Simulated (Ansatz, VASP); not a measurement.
**Ta3B2N in VASP and in Ansatz**

The input INCAR:

```
PREC = Accurate
ENCUT = 600
EDIFF = 1E-6
ISMEAR = 0
SIGMA = 0.1
LREAL = F
LASPH = T
NELM = 80
ALGO = Normal
ISIF = 3
LWAVE = F
LCHARG = F
GGA = PE
IBRION = 2
NSW = 100
EDIFFG = -0.01
```

KPOINTS

```
Automatic mesh
0
Gamma
  12 12 6
```

The input POSCAR:

```
Ta3B2N
1.0
    3.0202969268      0.0000000000      0.0000000000
    0.0000000000      3.0202969268      0.0000000000
    0.0000000000      0.0000000000      8.7135184732
Ta B N
3 2 1
Direct
    0.0000000000      0.0000000000      0.2252878269
    0.0000000000      0.0000000000      0.7747121731
    0.5000000000      0.5000000000      0.5000000000
    0.0000000000      0.0000000000      0.5000000000
    0.5000000000      0.5000000000      0.0000000000
    0.0000000000      0.0000000000      0.0000000000
```

Input for Ansatz:

```yaml
crystal:
  lattice:
    - [3.0202969268, 0.0, 0.0]
    - [0.0, 3.0202969268, 0.0]
    - [0.0, 0.0, 8.7135184732]
  atoms:
    - { symbol: Ta, position: [0.0, 0.0, 0.2252878269] }
    - { symbol: Ta, position: [0.0, 0.0, 0.7747121731] }
    - { symbol: Ta, position: [0.5, 0.5, 0.5] }
    - { symbol: B, position: [0.0, 0.0, 0.5] }
    - { symbol: B, position: [0.5, 0.5, 0.0] }
    - { symbol: "N", position: [0.0, 0.0, 0.0] }
basis:
  ecutwfc: 420
kpoints:
  mp_grid: { grid: [12, 12, 6] }
hamiltonian:
  xc: pbe
scf:
  occupations: { method: gaussian, width: 0.1 }
output:
  forces: true
  stress: true
  eigenvalues: true
relax:
  adjacent_minimum: "off"
  f_tol: 0.01
  max_steps: 80
  cell: { stress_tol: 0.05 }
```

Alike in both runs: task relaxation of cell and atoms; functional PBE; k mesh 12 × 12 × 6; occupations gaussian, width 0.1 eV; no spin polarisation.

|  | VASP | Ansatz |
| --- | --- | --- |
| version | VASP 6.6.1 | Ansatz 0.2.0 |
| potentials or method | VASP PAW PBE potentials, release 64 (Ta_pv, B, N), cutoff 600 eV | scalar-relativistic, plane waves, PAW |
| valence electrons in the cell | 44 | 50 |

|  | VASP | Ansatz | Ansatz less VASP |
| --- | --- | --- | --- |
| gap on the k mesh at the Fermi level, each at its own relaxed structure (eV) | none | none | - |
| relaxed volume (Å³/atom) | 13.26 | 13.24 | -0.018 |
| relaxed length of the cell vector where the two differ most in proportion (Å) | 8.715 | 8.708 | -0.0064 |

A gap of «none» marks a metal or a gap that the smearing closes. VASP's potentials hold 44 valence electrons a cell and Ansatz's 50, so a difference there can come from the potentials and not from the codes.

Spin-orbit coupling is off throughout.
